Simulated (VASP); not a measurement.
# SiC (P6_3mc) in VASP: a series of runs

Runs on SiC. Level: r2SCAN. Tasks: single point.

All numbers are computed with VASP 6.6.1; they aren't measurements. Logs are shortened: lines on timing, memory, paths and dates and some standing lists are left out, and cuts for length are marked.

## 1. The cell of the first run

Symmetry: P6_3mc, No. 186, hexagonal system. Conventional cell: a = 3.137 Å, b = 3.137 Å, c = 5.032 Å, α = 90.00°, β = 90.00°, γ = 120.00°. Within 2.5 Å of Si (site symmetry 3m) lie 4 C at 1.90 to 1.91 Å. Within 2.5 Å of C (site symmetry 3m) lie 4 Si at 1.90 to 1.91 Å.

## 2. Single point, r2SCAN (epitaxial xy strain +2.0%)

The input, POSCAR:

```
SiC
1.0
    3.1368633640      0.0000000000      0.0000000000
   -1.5684316820      2.7166033614      0.0000000000
    0.0000000000      0.0000000000      5.0321377631
Si C
2 2
Direct
    0.3333333333      0.6666666667     -0.0014138072
    0.6666666667      0.3333333333      0.4985861928
    0.3333333333      0.6666666667      0.3764138072
    0.6666666667      0.3333333333      0.8764138072
```

The input, INCAR.step1:

```
SYSTEM = SiC
  PREC = Accurate
  ENCUT = 520
  ISMEAR = 0
  SIGMA = 0.01
  LREAL = .FALSE.
  LASPH = .TRUE.
  NELM = 60
  NBANDS = 16
  GGA = PE
  ALGO = Normal
  EDIFF = 1E-4
  LWAVE = .TRUE.
  LCHARG = .FALSE.
```

The input, INCAR.step2:

```
SYSTEM = SiC
  PREC = Accurate
  ENCUT = 520
  EDIFF = 1E-6
  ISMEAR = 0
  SIGMA = 0.01
  LREAL = .FALSE.
  LASPH = .TRUE.
  NELM = 60
  ALGO = Normal
  ISIF = 2
  LWAVE = .FALSE.
  LCHARG = .FALSE.
  METAGGA = R2SCAN
  LMIXTAU = .TRUE.
  NBANDS = 16
  ISTART = 1
```

The input, KPOINTS:

```
regular mesh
0
G
  12 12 6
  0 0 0
```

Potentials or basis: VASP PAW PBE potentials, release 64 (Si, C).

Started as:

```
$ cat potpaw_PBE.64/Si/POTCAR potpaw_PBE.64/C/POTCAR > POTCAR
$ cp INCAR.step1 INCAR
$ mpirun -np 1 vasp_std > vasp.out
$ cp INCAR.step2 INCAR
$ mpirun -np 1 vasp_std > vasp.out
```

OUTCAR:

```text
SYSTEM = SiC
   PREC = Accurate
   ENCUT = 520
   EDIFF = 1E-6
   ISMEAR = 0
   LREAL = .FALSE.
   LASPH = .TRUE.
   NELM = 60
   ISIF = 2
   METAGGA = R2SCAN
   ISTART = 1

 ion  position               nearest neighbor table
   1  0.333  0.667  0.999-   3 1.90   4 1.91   4 1.91   4 1.91   2 3.10   2 3.10   2 3.10   2 3.10
                             2 3.10   2 3.10
   2  0.667  0.333  0.499-   4 1.90   3 1.91   3 1.91   3 1.91   1 3.10   1 3.10   1 3.10   1 3.10
                             1 3.10   1 3.10
   3  0.333  0.667  0.376-   1 1.90   2 1.91   2 1.91   2 1.91
   4  0.667  0.333  0.876-   2 1.90   1 1.91   1 1.91   1 1.91

  LATTYP: Found a hexagonal cell.
 ALAT       =     3.1368633640
 C/A-ratio  =     1.6041941198

  Lattice vectors:

 A1 = (   3.1368633640,   0.0000000000,   0.0000000000)
 A2 = (  -1.5684316820,   2.7166033614,   0.0000000000)
 A3 = (   0.0000000000,   0.0000000000,   5.0321377631)

Analysis of symmetry for initial positions (statically):
=====================================================================
 Subroutine PRICEL returns:
 Original cell was already a primitive cell.

 Routine SETGRP: Setting up the symmetry group for a
 hexagonal supercell.

 Subroutine GETGRP returns: Found 12 space group operations
 (whereof  6 operations were pure point group operations)
 out of a pool of 24 trial point group operations.

The static configuration has the point symmetry C_3v.
 The point group associated with its full space group is C_6v.

Analysis of symmetry for dynamics (positions and initial velocities):
=====================================================================
 Subroutine PRICEL returns:
 Original cell was already a primitive cell.

 Routine SETGRP: Setting up the symmetry group for a
 hexagonal supercell.

 Subroutine GETGRP returns: Found 12 space group operations
 (whereof  6 operations were pure point group operations)
 out of a pool of 24 trial point group operations.

The dynamic configuration has the point symmetry C_3v.
 The point group associated with its full space group is C_6v.

 Subroutine INISYM returns: Found 12 space group operations
 (whereof  6 operations are pure point group operations),
 and found     1 'primitive' translations

----------------------------------------------------------------------------------------

                                     Primitive cell

  volume of cell :      42.8819

  direct lattice vectors                    reciprocal lattice vectors
     3.136863364  0.000000000  0.000000000     0.318789786  0.184053369  0.000000000
    -1.568431682  2.716603361  0.000000000     0.000000000  0.368106737  0.000000000
     0.000000000  0.000000000  5.032137763     0.000000000  0.000000000  0.198722699

  length of vectors
     3.136863364  3.136863364  5.032137763     0.368106737  0.368106737  0.198722699

  position of ions in fractional coordinates (direct lattice)
     0.333333333  0.666666667  0.998586193
     0.666666667  0.333333333  0.498586193
     0.333333333  0.666666667  0.376413807
     0.666666667  0.333333333  0.876413807

  ion indices of the primitive-cell ions
   primitive index   ion index
                 1           1
                 2           2
                 3           3
                 4           4

----------------------------------------------------------------------------------------

 KPOINTS: regular mesh

Automatic generation of k-mesh.
 Grid dimensions read from file:
 generate k-points for:   12   12    6

 Generating k-lattice:

  Cartesian coordinates                     Fractional coordinates (reciprocal lattice)
     0.026565815  0.015337781  0.000000000     0.083333333  0.000000000  0.000000000
     0.000000000  0.030675561  0.000000000     0.000000000  0.083333333  0.000000000
     0.000000000  0.000000000  0.033120450     0.000000000  0.000000000  0.166666667

  Length of vectors
     0.030675561  0.030675561  0.033120450

  Shift w.r.t. Gamma in fractional coordinates (k-lattice)
     0.000000000  0.000000000  0.000000000

 Subroutine IBZKPT returns following result:
 ===========================================

 Found     76 irreducible k-points:

 Following reciprocal coordinates:
            Coordinates               Weight
  0.000000  0.000000  0.000000      1.000000
  0.083333  0.000000  0.000000      6.000000
  0.166667  0.000000  0.000000      6.000000
  0.250000  0.000000  0.000000      6.000000
  0.333333  0.000000  0.000000      6.000000
  0.416667 -0.000000  0.000000      6.000000
[... 16 lines left out ...]
  0.250000  0.000000  0.166667     12.000000
  0.333333  0.000000  0.166667     12.000000
 [... further k-points ...]
   k-points           NKPTS =     76   k-points in BZ     NKDIM =     76   number of bands    NBANDS=     16
   number of dos      NEDOS =    301   number of ions     NIONS =      4
   total plane-waves  NPLWV =  23040
   dimension x,y,z NGX =    24 NGY =   24 NGZ =   40
   dimension x,y,z NGXF=    48 NGYF=   48 NGZF=   80
   ions per type =               2   2
   NGX,Y,Z   is equivalent  to a cutoff of  12.72, 12.72, 13.21 a.u.
   NGXF,Y,Z  is equivalent  to a cutoff of  25.44, 25.44, 26.43 a.u.
 SYSTEM =  SiC
   PREC   = accura    normal or accurate (medium, high low for compatibility)
   ISTART =      1    job   : 0-new  1-cont  2-samecut
   ICHARG =      0    charge: 1-file 2-atom 10-const
   ISPIN  =      1    spin polarized calculation?
   LNONCOLLINEAR =      F non collinear calculations
   LSORBIT =      F    spin-orbit coupling
   LASPH  =      T    aspherical Exc in radial PAW
   ENCUT  =  520.0 eV  38.22 Ry    6.18 a.u.   5.83  5.83  9.36*2*pi/ulx,y,z
   NELM   =     60;   NELMIN=  2; NELMDL=  0     # of ELM steps
   EDIFF  = 0.1E-05   stopping-criterion for ELM
   LREAL  =      F    real-space projection
   EDIFFG = 0.1E-04   stopping-criterion for IOM
   NSW    =      0    number of steps for IOM
   IBRION =     -1    ionic relax: 0-MD 1-quasi-New 2-CG
   NFREE  =      0    steps in history (QN), initial steepest desc. (CG)
   ISIF   =      2    stress and relaxation
   ISYM   =      2    0-nonsym 1-usesym 2-fastsym
   POTIM  = 0.5000    time-step for ionic-motion
   TEBEG  =    0.0;   TEEND  =   0.0 temperature during run
   PSTRESS=    0.0 pullay stress
   NELECT =      16.0000    total number of electrons
   NUPDOWN=      -1.0000    fix difference up-down
   EMIN   =  10.00;   EMAX   =-10.00  energy-range for DOS
   EFERMI =   0.00;   METHOD = LEGACY
   ISMEAR =     0;   SIGMA  =   0.01  broadening in eV -4-tet -1-fermi 0-gaus
   EFERMI_NEDOS =   21; number of points for ismear=-14 and -15
   IALGO  =     38    algorithm
   IMIX   =      4    mixing-type and parameters
     AMIX     =   0.40;   BMIX     =  1.00
     AMIX_MAG =   1.60;   BMIX_MAG =  1.00
  volume/ion in A,a.u.               =      10.72        72.35
  Fermi-wavevector in a.u.,A,eV,Ry     =   1.178574  2.227181 18.898978  1.389036
  Thomas-Fermi vector in A             =   2.314900
   LORBIT       =      0    0 simple, 1 ext, 2 COOP (PROOUT), +10 PAW based schemes
   METAGGA = R2SCAN    functional components
   LHFCALC =     F    Hartree Fock is set to
   AEXX    =    0.0000 exact exchange contribution
   IVDW    =     0    specifies the selected vdW correction
   LEPSILON=     F    determine dielectric tensor
   LRPA    =     F    only Hartree local field effects (RPA)
 non-spin polarized calculation
 Gauss-broadening in eV      SIGMA  =   0.01
  energy-cutoff  :      520.00
  volume of cell :       42.88
 maximum number of plane-waves:      1182
 NGX is ok and might be reduce to    24
   NGX = 11   NGY = 11   NGZ = 19

 number of electron      16.0000001 magnetization

 Free energy of the ion-electron system (eV)
  ---------------------------------------------------
  ext. energy  EPLUGINS =         0.00000000
  ---------------------------------------------------
  free energy    TOTEN  =       -38.57425925 eV

  energy without entropy =      -38.57425925  energy(sigma->0) =      -38.57425925

 E-fermi :   7.8688     XC(G=0): -11.7647

 val. band max:        7.7664854535   @ k =   0.0000   0.0000   0.0000
 cond. band min:      10.5581322997   @ k =   0.3333   0.3333   0.0000
 fundamental gap:      2.7916468462
 Fermi energy:         7.8687926501

 k-point     1 :       0.0000    0.0000    0.0000
  band No.  band energies     occupation
      1      -8.3246      2.00000
      2      -4.6578      2.00000
      3      -0.9767      2.00000
      4       6.2115      2.00000
      5       6.2115      2.00000
      6       7.6921      2.00000
[... 8 lines left out ...]
     15      16.9842      0.00000
     16      19.4623      0.00000

 k-point     2 :       0.0833    0.0000    0.0000
  band No.  band energies     occupation
      1      -8.2055      2.00000
      2      -4.5593      2.00000
      3      -0.8690      2.00000
      4       5.5258      2.00000
      5       6.0031      2.00000
      6       7.2120      2.00000
[... 8 lines left out ...]
     15      17.3059      0.00000
     16      18.5833      0.00000

 k-point     3 :       0.1667    0.0000    0.0000
  band No.  band energies     occupation
      1      -7.8517      2.00000
      2      -4.2750      2.00000
      3      -0.5568      2.00000
      4       4.0462      2.00000
      5       5.5277      2.00000
      6       6.0717      2.00000
[... 8 lines left out ...]
     15      17.7272      0.00000
     16      18.0143      0.00000
[... 362 lines left out ...]
 k-point    23 :       0.2500    0.0000    0.1667
  band No.  band energies     occupation
      1      -7.1385      2.00000
      2      -4.3217      2.00000
      3       0.4620      2.00000
      4       2.7131      2.00000
      5       4.2532      2.00000
      6       5.1142      2.00000
[... 8 lines left out ...]
     15      18.8782      0.00000
     16      19.0739      0.00000

 k-point    24 :       0.3333    0.0000    0.1667
  band No.  band energies     occupation
      1      -6.3776      2.00000
      2      -3.7949      2.00000
      3       0.2132      2.00000
      4       2.1000      2.00000
      5       2.8366      2.00000
      6       4.6877      2.00000
[... 8 lines left out ...]
     15      19.7183      0.00000
     16      20.2314      0.00000

 [... further k-points ...]

------------------------ aborting loop because EDIFF is reached ----------------------------------------

  FORCE on cell =-STRESS in cart. coord.  units (eV):
  Direction    XX          YY          ZZ          XY          YZ          ZX
  --------------------------------------------------------------------------------------
  -------------------------------------------------------------------------------------
  Total       -3.1530821     -3.1530821     -0.0285666      0.0000000      0.0000000     -0.0000000
  in kB     -117.8071092   -117.8071092     -1.0673212      0.0000000      0.0000000     -0.0000000
  external PRESSURE =     -78.8938465 kB  Pullay stress =       0.0000000 kB

 VOLUME and BASIS-vectors are now :
 -----------------------------------------------------------------------------
  energy-cutoff  :      520.00
  volume of cell :       42.88
      direct lattice vectors                 reciprocal lattice vectors
     3.136863364  0.000000000  0.000000000     0.318789786  0.184053369  0.000000000
    -1.568431682  2.716603361  0.000000000     0.000000000  0.368106737  0.000000000
     0.000000000  0.000000000  5.032137763     0.000000000  0.000000000  0.198722699

 POSITION                                       TOTAL-FORCE (eV/Angst)
 -----------------------------------------------------------------------------------
     -0.00000      1.81107      5.02502        -0.000000      0.000000     -0.000840
      1.56843      0.90553      2.50895         0.000000     -0.000000     -0.000840
     -0.00000      1.81107      1.89417         0.000000      0.000000      0.000840
      1.56843      0.90553      4.41024         0.000000     -0.000000      0.000840
 -----------------------------------------------------------------------------------
    total drift:                               -0.000000     -0.000000      0.000598

  FREE ENERGIE OF THE ION-ELECTRON SYSTEM (eV)
  ---------------------------------------------------
  free  energy   TOTEN  =       -38.5742592467 eV

  energy  without entropy=      -38.5742592467  energy(sigma->0) =      -38.57425925
```

Wall time 71 s (1 thread of Intel Xeon 6975P-C (Granite Rapids), shared host); peak memory 0.18 GiB.

What came out:

| Quantity | Value |
| --- | --- |
| Free energy | -38.5743 eV |
| Pressure | -7.9 GPa |
| Band gap on the k mesh | 2.79 eV (least direct gap 4.20 eV) |

Caveat: the cell differs from its parent crystal (epitaxial xy strain +2.0%); the cell stands under tension; the PAW data sets were made with another functional, which shifts forces and pressure a little. A k mesh can miss the band edges.

## 3. Single point, r2SCAN (epitaxial xy strain +3.0%)

The input, POSCAR:

```
SiC
1.0
    3.1676169264      0.0000000000      0.0000000000
   -1.5838084632      2.7432367277      0.0000000000
    0.0000000000      0.0000000000      5.0245763781
Si C
2 2
Direct
    0.3333333333      0.6666666667     -0.0018225129
    0.6666666667      0.3333333333      0.4981774871
    0.3333333333      0.6666666667      0.3768225129
    0.6666666667      0.3333333333      0.8768225129
```

The input, INCAR.step1:

```
SYSTEM = SiC
PREC     = Accurate       ! precision mode
ENCUT    = 520            ! plane-wave cutoff, eV
ISMEAR   = 0              ! smearing method
SIGMA    = 0.01           ! smearing width, eV
LREAL    = .False.        ! projectors in reciprocal space
LASPH    = .True.         ! aspherical terms in the spheres
NELM     = 60             ! most SCF steps
NBANDS   = 16             ! bands
GGA      = PE             ! functional
ALGO     = Normal         ! electronic algorithm
EDIFF    = 1E-4           ! SCF threshold, eV
LWAVE    = .True.         ! write WAVECAR
LCHARG   = .False.        ! write CHGCAR
```

The input, INCAR.step2:

```
SYSTEM = SiC
PREC     = Accurate       ! precision mode
ENCUT    = 520            ! plane-wave cutoff, eV
EDIFF    = 1E-6           ! SCF threshold, eV
ISMEAR   = 0              ! smearing method
SIGMA    = 0.01           ! smearing width, eV
LREAL    = .False.        ! projectors in reciprocal space
LASPH    = .True.         ! aspherical terms in the spheres
NELM     = 60             ! most SCF steps
ALGO     = Normal         ! electronic algorithm
ISIF     = 2              ! what is computed and relaxed
LWAVE    = .False.        ! write WAVECAR
LCHARG   = .False.        ! write CHGCAR
METAGGA  = R2SCAN         ! meta-GGA
LMIXTAU  = .True.       
NBANDS   = 16             ! bands
ISTART   = 1
```

The input, KPOINTS:

```
Automatic mesh
0
Gamma
  12 12 6
  0 0 0
```

Potentials or basis: VASP PAW PBE potentials, release 64 (Si, C).

Started as:

```
$ cat potpaw_PBE.64/Si/POTCAR potpaw_PBE.64/C/POTCAR > POTCAR
$ cp INCAR.step1 INCAR
$ mpirun -np 1 vasp_std > vasp.out
$ cp INCAR.step2 INCAR
$ mpirun -np 1 vasp_std > vasp.out
```

It took 66 s on 1 thread of Intel Xeon 6975P-C (Granite Rapids), shared host; peak memory 0.18 GiB.

Results (log left out):

```
Free energy            : -38.4989 eV
Pressure               : -11.2 GPa
Band gap on the k mesh : 2.76 eV (least direct gap 4.05 eV)
```

Forces in eV/Å, atoms in the order of the input:
```
Si   0.000  0.000 -0.002
Si   0.000  0.000 -0.002
C    0.000  0.000  0.002
C    0.000  0.000  0.002
```

Stress tensor (GPa, compression positive):
```
-16.83   0.00   0.00
  0.00 -16.83   0.00
  0.00   0.00  -0.05
```

Levels at points of the mesh, in eV from the valence-band top:
```
           k point  band 4  band 5  band 6  band 7  band 8  band 9  band 10  band 11  band 12  band 13
(0.00, 0.00, 0.00)   -1.67   -1.67   -0.14   -0.14    0.00    4.26     6.32     6.49     6.49     8.12
(0.50, 0.00, 0.00)   -6.32   -5.51   -3.63   -3.28   -1.29    2.76     4.75     6.93     7.26    10.81
(0.00, 0.00, 0.50)   -4.32   -0.98   -0.98   -0.98   -0.98    5.50     5.50     7.25     7.25     7.25
(0.50, 0.00, 0.50)   -8.39   -2.68   -2.68   -2.28   -2.28    3.57     3.57     5.61     5.61    10.74
```

Caveat: the cell differs from its parent crystal (epitaxial xy strain +3.0%); the cell stands under tension; the PAW data sets were made with another functional, which shifts forces and pressure a little. A k mesh can miss the band edges.
